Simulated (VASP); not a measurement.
# WSe2 in VASP: single point with LDA

Aim: the single point of WSe2 with LDA.

Everything below comes from runs of VASP 6.6.1. Logs are shortened: lines on timing, memory, paths and dates and some standing lists are left out, and cuts for length are marked.

## Step 1: The cell of the first run

The cell holds a slab with vacuum, 12 atoms: a = 3.250 Å, b = 3.250 Å, c = 38.567 Å, α = 90.00°, β = 90.00°, γ = 120.00°.

## Step 2: Single point, LDA, collinear spin

INCAR

```
PREC = Accurate
ENCUT = 400
EDIFF = 1E-6
ISMEAR = 0
SIGMA = 0.05
LREAL = F
LASPH = T
NELM = 200
ALGO = Normal
ISIF = 2
LWAVE = F
LCHARG = F
ISPIN = 2
MAGMOM = 2 2 2 2 0 0 0 0 0 0 0 0
LORBIT = 11
LMAXMIX = 4
LDIPOL = T
IDIPOL = 3
DIPOL = 0.5 0.5 0.500
GGA = CA
NBANDS = 68
GGA_COMPAT = F
NELMDL = -8
```

KPOINTS

```
regular mesh
0
Gamma
  8 8 1
```

POSCAR

```
WSe2
1.0
    3.2497407703      0.0000000000      0.0000000000
   -1.6248703851      2.8143580628      0.0000000000
    0.0000000000      0.0000000000     38.5668522210
W Se
4 8
Direct
    0.6666666667      0.3333333333      0.2507350367
    0.3333333333      0.6666666667      0.4169530197
    0.6666666667      0.3333333333      0.5830469489
    0.3333333333      0.6666666667      0.7492649940
    0.3333333333      0.6666666667      0.2076138427
    0.3333333333      0.6666666667      0.2939615687
    0.3333333333      0.6666666667      0.5398269921
    0.6666666667      0.3333333333      0.3737333490
    0.3333333333      0.6666666667      0.6262666222
    0.6666666667      0.3333333333      0.4601729756
    0.6666666667      0.3333333333      0.7060384618
    0.6666666667      0.3333333333      0.7923861885
```

Potentials or basis: VASP PAW LDA potentials, release 64 (W_sv, Se).

Launch:

```bash
$ cat potpaw_LDA.64/W_sv/POTCAR potpaw_LDA.64/Se/POTCAR > POTCAR
$ mpirun -np 1 vasp_std > vasp.out
```

OUTCAR:

```text
PREC = Accurate
   ENCUT = 400
   EDIFF = 1E-6
   ISMEAR = 0
   LREAL = F
   LASPH = T
   NELM = 200
   ISIF = 2
   ISPIN = 2
   LORBIT = 11
   GGA = CA
   NELMDL = -8

 ion  position               nearest neighbor table
   1  0.667  0.333  0.251-   5 2.51   5 2.51   5 2.51   6 2.51   6 2.51   6 2.51
   2  0.333  0.667  0.417-   8 2.51   8 2.51   8 2.51  10 2.51  10 2.51  10 2.51
   3  0.667  0.333  0.583-   9 2.51   9 2.51   9 2.51   7 2.51   7 2.51   7 2.51
   4  0.333  0.667  0.749-  12 2.51  12 2.51  12 2.51  11 2.51  11 2.51  11 2.51
   5  0.333  0.667  0.208-   1 2.51   1 2.51   1 2.51
   6  0.333  0.667  0.294-   1 2.51   1 2.51   1 2.51
   7  0.333  0.667  0.540-   3 2.51   3 2.51   3 2.51
   8  0.667  0.333  0.374-   2 2.51   2 2.51   2 2.51
   9  0.333  0.667  0.626-   3 2.51   3 2.51   3 2.51
  10  0.667  0.333  0.460-   2 2.51   2 2.51   2 2.51
  11  0.667  0.333  0.706-   4 2.51   4 2.51   4 2.51
  12  0.667  0.333  0.792-   4 2.51   4 2.51   4 2.51

  LATTYP: Found a hexagonal cell.
 ALAT       =     3.2497407703
 C/A-ratio  =    11.8676703611

  Lattice vectors:

 A1 = (   3.2497407703,   0.0000000000,   0.0000000000)
 A2 = (  -1.6248703851,   2.8143580628,   0.0000000000)
 A3 = (   0.0000000000,   0.0000000000,  38.5668522210)

Analysis of symmetry for initial positions (statically):
=====================================================================
 Subroutine PRICEL returns:
 Original cell was already a primitive cell.

 Routine SETGRP: Setting up the symmetry group for a
 hexagonal supercell.

 Subroutine GETGRP returns: Found 12 space group operations
 (whereof 12 operations were pure point group operations)
 out of a pool of 24 trial point group operations.

The static configuration has the point symmetry D_3d.

Analysis of symmetry for dynamics (positions and initial velocities):
=====================================================================
 Subroutine PRICEL returns:
 Original cell was already a primitive cell.

 Routine SETGRP: Setting up the symmetry group for a
 hexagonal supercell.

 Subroutine GETGRP returns: Found 12 space group operations
 (whereof 12 operations were pure point group operations)
 out of a pool of 24 trial point group operations.

The dynamic configuration has the point symmetry D_3d.

Analysis of structural, dynamic, and magnetic symmetry:
=====================================================================
 Subroutine PRICEL returns:
 Original cell was already a primitive cell.

 Routine SETGRP: Setting up the symmetry group for a
 hexagonal supercell.

 Subroutine GETGRP returns: Found 12 space group operations
 (whereof 12 operations were pure point group operations)
 out of a pool of 24 trial point group operations.

The overall configuration has the point symmetry D_3d.

 Subroutine INISYM returns: Found 12 space group operations
 (whereof 12 operations are pure point group operations),
 and found     1 'primitive' translations

----------------------------------------------------------------------------------------

                                     Primitive cell

  volume of cell :     352.7299

  direct lattice vectors                    reciprocal lattice vectors
     3.249740770  0.000000000  0.000000000     0.307716852  0.177660407  0.000000000
    -1.624870385  2.814358063  0.000000000     0.000000000  0.355320815  0.000000000
     0.000000000  0.000000000 38.566852221     0.000000000  0.000000000  0.025929002

  length of vectors
     3.249740770  3.249740770 38.566852221     0.355320815  0.355320815  0.025929002

  position of ions in fractional coordinates (direct lattice)
     0.666666667  0.333333333  0.250735037
     0.333333333  0.666666667  0.416953020
     0.666666667  0.333333333  0.583046949
     0.333333333  0.666666667  0.749264994
     0.333333333  0.666666667  0.207613843
     0.333333333  0.666666667  0.293961569
[... 78 lines left out ...]
   EDIFF  = 0.1E-05   stopping-criterion for ELM
   LREAL  =      F    real-space projection
   EDIFFG = 0.1E-04   stopping-criterion for IOM
   NSW    =      0    number of steps for IOM
   IBRION =     -1    ionic relax: 0-MD 1-quasi-New 2-CG
   NFREE  =      0    steps in history (QN), initial steepest desc. (CG)
   ISIF   =      2    stress and relaxation
   ISYM   =      2    0-nonsym 1-usesym 2-fastsym
   POTIM  = 0.5000    time-step for ionic-motion
   TEBEG  =    0.0;   TEEND  =   0.0 temperature during run
   PSTRESS=    0.0 pullay stress
   NELECT =     104.0000    total number of electrons
   NUPDOWN=      -1.0000    fix difference up-down
   EMIN   =  10.00;   EMAX   =-10.00  energy-range for DOS
   EFERMI =   0.00;   METHOD = LEGACY
   ISMEAR =     0;   SIGMA  =   0.05  broadening in eV -4-tet -1-fermi 0-gaus
   EFERMI_NEDOS =   21; number of points for ismear=-14 and -15
   IALGO  =     38    algorithm
   IMIX   =      4    mixing-type and parameters
     AMIX     =   0.40;   BMIX     =  1.00
     AMIX_MAG =   1.60;   BMIX_MAG =  1.00
  volume/ion in A,a.u.               =      29.39       198.36
  Fermi-wavevector in a.u.,A,eV,Ry     =   1.089612  2.059068 16.153574  1.187254
  Thomas-Fermi vector in A             =   2.225819
   LORBIT       =     11    0 simple, 1 ext, 2 COOP (PROOUT), +10 PAW based schemes
   GGA     = CA    functional components
   LHFCALC =     F    Hartree Fock is set to
   AEXX    =    0.0000 exact exchange contribution
   IVDW    =     0    specifies the selected vdW correction
   LEPSILON=     F    determine dielectric tensor
   LRPA    =     F    only Hartree local field effects (RPA)
 spin polarized calculation
 Gauss-broadening in eV      SIGMA  =   0.05
  energy-cutoff  :      400.00
  volume of cell :      352.73
 maximum number of plane-waves:      6447
 NGX is ok and might be reduce to    24
   NGX = 11   NGY = 11   NGZ =125

 dipolmoment           0.000000      0.000000     -0.000000 electrons x Angstroem

 number of electron     103.9999998 magnetization       0.0000000

 dipolmoment           0.000000      0.000000      0.000000 electrons x Angstroem

 Free energy of the ion-electron system (eV)
  ---------------------------------------------------
  ext. energy  EPLUGINS =         0.00000000
  ---------------------------------------------------
  free energy    TOTEN  =       -96.86077697 eV

  energy without entropy =      -96.86077697  energy(sigma->0) =      -96.86077697

 E-fermi :   2.9971     XC(G=0):  -7.7257

 val. band max:        2.7030264426   @ k =   0.0000   0.0000   0.0000
 cond. band min:       3.8232531779   @ k =   0.2500   0.1250   0.0000
 fundamental gap:      1.1202267353
 Fermi energy:         2.9970809372

 spin component 1

 k-point     1 :       0.0000    0.0000    0.0000
  band No.  band energies     occupation
      1     -71.0889      1.00000
      2     -71.0886      1.00000
      3     -71.0835      1.00000
      4     -71.0832      1.00000
      5     -35.6357      1.00000
      6     -35.6354      1.00000
[... 659 lines left out ...]
     63       5.8549      0.00000
     64       5.9304      0.00000
 Fermi energy:         2.9970809372

 spin component 2

 k-point     1 :       0.0000    0.0000    0.0000
  band No.  band energies     occupation
      1     -71.0889      1.00000
      2     -71.0886      1.00000
      3     -71.0835      1.00000
      4     -71.0832      1.00000
      5     -35.6357      1.00000
      6     -35.6354      1.00000
[... 659 lines left out ...]
     63       5.8549      0.00000
     64       5.9304      0.00000
 [bands above 64 left out]

------------------------ aborting loop because EDIFF is reached ----------------------------------------

 vacuum level on the upper side and lower side of the slab       (xc-potential included)        -0.006        -0.006

  FORCE on cell =-STRESS in cart. coord.  units (eV):
  Direction    XX          YY          ZZ          XY          YZ          ZX
  --------------------------------------------------------------------------------------
  -------------------------------------------------------------------------------------
  Total        0.9556399      0.9556399      1.3232618      0.0000000      0.0000000      0.0000000
  in kB        4.3407281      4.3407281      6.0105484      0.0000000      0.0000000      0.0000000
  external PRESSURE =       4.8973349 kB  Pullay stress =       0.0000000 kB

 VOLUME and BASIS-vectors are now :
 -----------------------------------------------------------------------------
  energy-cutoff  :      400.00
  volume of cell :      352.73
      direct lattice vectors                 reciprocal lattice vectors
     3.249740770  0.000000000  0.000000000     0.307716852  0.177660407  0.000000000
    -1.624870385  2.814358063  0.000000000     0.000000000  0.355320815  0.000000000
     0.000000000  0.000000000 38.566852221     0.000000000  0.000000000  0.025929002

 POSITION                                       TOTAL-FORCE (eV/Angst)
 -----------------------------------------------------------------------------------
      1.62487      0.93812      9.67006         0.000000     -0.000000      0.006315
     -0.00000      1.87624     16.08057         0.000000     -0.000000     -0.001605
      1.62487      0.93812     22.48629        -0.000000      0.000000      0.001605
     -0.00000      1.87624     28.89679        -0.000000      0.000000     -0.006315
     -0.00000      1.87624      8.00701        -0.000000      0.000000     -0.113128
     -0.00000      1.87624     11.33717        -0.000000      0.000000      0.107719
     -0.00000      1.87624     20.81943        -0.000000      0.000000     -0.100914
      1.62487      0.93812     14.41372         0.000000      0.000000     -0.103684
     -0.00000      1.87624     24.15313         0.000000     -0.000000      0.103684
      1.62487      0.93812     17.74742         0.000000     -0.000000      0.100914
      1.62487      0.93812     27.22968         0.000000      0.000000     -0.107719
      1.62487      0.93812     30.55984         0.000000      0.000000      0.113128
 -----------------------------------------------------------------------------------
    total drift:                                0.000000      0.000000      0.000040

  FREE ENERGIE OF THE ION-ELECTRON SYSTEM (eV)
  ---------------------------------------------------
  free  energy   TOTEN  =       -96.8607769679 eV

  energy  without entropy=      -96.8607769679  energy(sigma->0) =      -96.86077697

 vacuum level on the upper side and lower side of the slab         7.775         7.775

 total charge

# of ion       s       p       d       tot
------------------------------------------
    1        2.318   6.294   3.457  12.069
    2        2.318   6.292   3.457  12.067
    3        2.318   6.292   3.457  12.067
    4        2.318   6.294   3.457  12.069
    5        1.478   2.372   0.074   3.924
    6        1.480   2.366   0.076   3.921
    7        1.480   2.365   0.076   3.921
    8        1.480   2.365   0.076   3.921
    9        1.480   2.365   0.076   3.921
   10        1.480   2.365   0.076   3.921
   11        1.480   2.366   0.076   3.921
   12        1.478   2.372   0.074   3.924
--------------------------------------------------
tot         21.104  44.106  14.434  79.645

 magnetization (x)

# of ion       s       p       d       tot
------------------------------------------
    1       -0.000   0.000  -0.000  -0.000
    2        0.000   0.000   0.000   0.000
    3        0.000   0.000   0.000   0.000
    4       -0.000   0.000  -0.000  -0.000
    5       -0.000   0.000  -0.000   0.000
    6        0.000   0.000  -0.000   0.000
    7        0.000  -0.000   0.000  -0.000
    8       -0.000   0.000  -0.000   0.000
    9       -0.000   0.000  -0.000   0.000
   10        0.000  -0.000   0.000  -0.000
   11        0.000   0.000  -0.000   0.000
   12       -0.000   0.000  -0.000   0.000
--------------------------------------------------
tot          0.000   0.000  -0.000   0.000
```

It took 24 min on 1 thread of AMD EPYC 7R13, shared host; peak memory 0.45 GiB.

What came out:

```
Free energy                                           : -96.8608 eV
Largest force                                         : 0.113 eV/Å
Band gap on the k mesh                                : 1.12 eV (least direct gap 2.00 eV)
Net moment                                            : 0.00 μB per cell
Valence electrons inside the program's atomic spheres : W 12.07; Se 3.92
```

Forces in eV/Å, atoms in the order of the input:
```
W    0.000  0.000  0.006
W    0.000  0.000 -0.002
W    0.000  0.000  0.002
W    0.000  0.000 -0.006
Se   0.000  0.000 -0.113
Se   0.000  0.000  0.108
Se   0.000  0.000 -0.101
Se   0.000  0.000 -0.104
Se   0.000  0.000  0.104
Se   0.000  0.000  0.101
Se   0.000  0.000 -0.108
Se   0.000  0.000  0.113
```

Caveat: spin-orbit coupling is left out, which moves the levels of the heavy elements.
